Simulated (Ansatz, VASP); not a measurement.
**B: VASP beside Ansatz**

Contents of INCAR:

```
SYSTEM = B
PREC = Accurate
ENCUT = 520
EDIFF = 1E-6
ISMEAR = -1
SIGMA = 0.05
LREAL = .FALSE.
LASPH = .TRUE.
NELM = 100
ALGO = Normal
ISIF = 2
LWAVE = .FALSE.
LCHARG = .FALSE.
GGA = PE
NBANDS = 10
```

Contents of KPOINTS:

```
Automatic mesh
0
G
  18 18 18
  0 0 0
```

Contents of POSCAR:

```
B
1.0
    0.0000000000      1.5521959816      1.5521959816
    1.5521959816      0.0000000000      1.5521959816
    1.5521959816      1.5521959816      0.0000000000
B
2
Direct
   -0.1250000000     -0.1250000000     -0.1250000000
    0.1250000000      0.1250000000      0.1250000000
```

Input for Ansatz:

```yaml
crystal:
  lattice:
    - [0.0, 1.5521959816, 1.5521959816]
    - [1.5521959816, 0.0, 1.5521959816]
    - [1.5521959816, 1.5521959816, 0.0]
  atoms:
    - { symbol: B, position: [-0.125, -0.125, -0.125] }
    - { symbol: B, position: [0.125, 0.125, 0.125] }
kpoints:
  mp_grid: { grid: [18, 18, 18] }
scf:
  occupations: { method: fermi_dirac, width: 0.05 }
hamiltonian:
  xc: pbe
  pseudopotentials: { kind: paw }
output:
  forces: true
  stress: true
  eigenvalues: true
  populations: true
```

Change from the starting cell: volume scaled by 0.45, PAW files.

Alike in both runs: task single point; functional PBE; k mesh 18 × 18 × 18; occupations fermi-dirac, width 0.05 eV; no spin polarisation.

|  | VASP | Ansatz |
| --- | --- | --- |
| version | VASP 6.6.1 | Ansatz 0.2.0 |
| potentials or method | VASP PAW PBE potentials, release 64 (B) | PAW with Ansatz's default frozen-core files, scalar-relativistic |
| plane-wave cutoff (eV) | 520 | 420 |
| valence electrons in the cell | 6 | 6 |

|  | VASP | Ansatz | Ansatz less VASP |
| --- | --- | --- | --- |
| pressure (GPa) | 550.2 | 546.8 | -3.33 |

Both programs put the cell under a high pressure, so it lies far from rest at this level.

Noted on VASP's run: the cell as given lies far from equilibrium.
